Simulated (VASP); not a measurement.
Here is a VASP 6.6.1 calculation.

INCAR

```
PREC     = Accurate       # precision mode
ENCUT    = 600            # plane-wave cutoff, eV
EDIFF    = 1E-6           # SCF threshold, eV
ISMEAR   = -1             # smearing method
SIGMA    = 0.05           # smearing width, eV
LREAL    = False          # projectors in reciprocal space
LASPH    = True           # aspherical terms in the spheres
NELM     = 100            # most SCF steps
ALGO     = Normal         # electronic algorithm
ISIF     = 3              # what is computed and relaxed
LWAVE    = False          # write WAVECAR
LCHARG   = False          # write CHGCAR
GGA      = PE             # functional
IBRION   = 2              # ionic algorithm
NSW      = 60             # ionic steps
EDIFFG   = -0.01          # ionic threshold
PSTRESS  = 20.0
```

Contents of KPOINTS:

```
Automatic mesh
0
Gamma
  5 5 2
```

File POSCAR:

```
Ge2Sb2Te5
1.0
    4.2940644248      0.0000000000      0.0000000000
   -2.1470322124      3.7187688774      0.0000000000
    0.0000000000      0.0000000000     17.1013460000
Te Sb Ge
5 2 2
Direct
    0.6666666667      0.3333333333      0.4198920000
    0.3333333333      0.6666666667      0.5801080000
    0.3333333333      0.6666666667      0.2015420000
    0.6666666667      0.3333333333      0.7984580000
    0.0000000000      0.0000000000      0.0000000000
    0.0000000000      0.0000000000      0.3200680000
    0.0000000000      0.0000000000      0.6799320000
    0.6666666667      0.3333333333      0.1028950000
    0.3333333333      0.6666666667      0.8971050000
```

Potentials or basis: VASP PAW PBE potentials, release 64 (Te, Sb, Ge_d).

Launch:

```bash
$ cat potpaw_PBE.64/Te/POTCAR potpaw_PBE.64/Sb/POTCAR potpaw_PBE.64/Ge_d/POTCAR > POTCAR
$ mpirun -np 1 vasp_std > vasp.out
```

**Question.** Predict the band gap on the k mesh.

**Answer.** 0.22 eV.

**Question.** Predict the space group after relaxing (to 0.1 Å).

**Answer.** P-3m1 (No. 164).

Final structure:
```
Te Sb Ge
1.0
     4.23616    0.00000    0.00000
    -2.11808    3.66862    0.00000
     0.00000    0.00000   17.02812
Te Sb Ge
5 2 2
Direct
  0.66667 0.33333 0.41740
  0.33333 0.66667 0.58260
  0.33333 0.66667 0.19773
  0.66667 0.33333 0.80227
  0.00000 0.00000 0.00000
  0.00000 0.00000 0.31644
  0.00000 0.00000 0.68356
  0.66667 0.33333 0.10066
  0.33333 0.66667 0.89934
```

Caveat: the cell is relaxed towards a set pressure, so the run minimises the enthalpy, not the energy; semilocal functionals underestimate gaps, and a narrow one can read as zero; spin-orbit coupling is left out, which moves the levels of the heavy elements. A k mesh can miss the band edges.
